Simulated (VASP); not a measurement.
Write the native input for VASP 6.6.1 that does the following.

```
Task                   : single point
Functional             : PBE
Potentials or basis    : VASP PAW PBE potentials, release 64 (Si, As)
Cutoff                 : 520 eV
k mesh                 : 4 × 4 × 6
Occupations            : gaussian, width 0.1 eV
Spin                   : no spin polarisation
Dipole correction      : no
Further INCAR settings : ALGO = Normal; EDIFF = 1e-07; NBANDS = 22
```

The structure of Si2As lies in POSCAR:

```
Si2As
1.0
    4.6309391301      0.0000000000      0.0000000000
    0.0000000000      5.6520254703      0.0000000000
    0.0000000000      0.0000000000      3.5283742677
Si As
4 2
Direct
    0.2004000000      0.3787000000      0.0000000000
    0.7996000000      0.6213000000      0.0000000000
    0.7004000000      0.1213000000      0.5000000000
    0.2996000000      0.8787000000      0.5000000000
    0.0000000000      0.0000000000      0.0000000000
    0.5000000000      0.5000000000      0.5000000000
```

These files were run (other wordings do the same):

INCAR

```
SYSTEM = Si2As
  PREC = Accurate
  ENCUT = 520
  EDIFF = 1E-7
  ISMEAR = 0
  SIGMA = 0.1
  LREAL = .FALSE.
  LASPH = .TRUE.
  NELM = 80
  ALGO = Normal
  ISIF = 2
  LWAVE = .FALSE.
  LCHARG = .FALSE.
  GGA = PE
  NBANDS = 22
```

KPOINTS

```
Automatic mesh
0
G
  4 4 6
  0 0 0
```

Potentials or basis: VASP PAW PBE potentials, release 64 (Si, As).

Run with:

```sh
$ cat potpaw_PBE.64/Si/POTCAR potpaw_PBE.64/As/POTCAR > POTCAR
$ mpirun -np 1 vasp_std > vasp.out
```

Results of the run:

* Pressure: 31.9 GPa
* Largest force: 0.950 eV/Å
* Band gap on the k mesh: zero (bands 13 and 14 overlap by 4.42 eV)

Caveat: the cell stands under pressure.

It took 50 s on 1 thread of Intel(R) Xeon(R) Platinum 8559C (Emerald Rapids) (shared host), peak memory 0.22 GiB.
